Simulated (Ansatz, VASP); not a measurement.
**One calculation of Rb, two programs**

```
Rb
1.0
    -2.76886    2.76886    2.76886
     2.76886   -2.76886    2.76886
     2.76886    2.76886   -2.76886
Rb
1
Direct
  0.00000 0.00000 0.00000
```

Alike in both runs: task single point; functional LDA; k mesh 12 × 12 × 12; occupations gaussian, width 0.1 eV; no spin polarisation.

|  | VASP | Ansatz |
| --- | --- | --- |
| version | VASP 6.6.1 | Ansatz 0.2.0 |
| potentials or method | VASP PAW LDA potentials, release 64 (Rb_sv), cutoff 520 eV | scalar-relativistic, plane waves, PAW |
| valence electrons in the cell | 9 | 9 |

```csv
,VASP,Ansatz,Ansatz less VASP
gap on the k mesh at the Fermi level (eV),none,none,-
pressure (GPa),-0.3,-0.3,0.00
```

LDA's correlation is that of Perdew and Zunger in VASP and of Perdew and Wang (1992) in Ansatz. A gap of «none» marks a metal or a gap that the smearing closes.
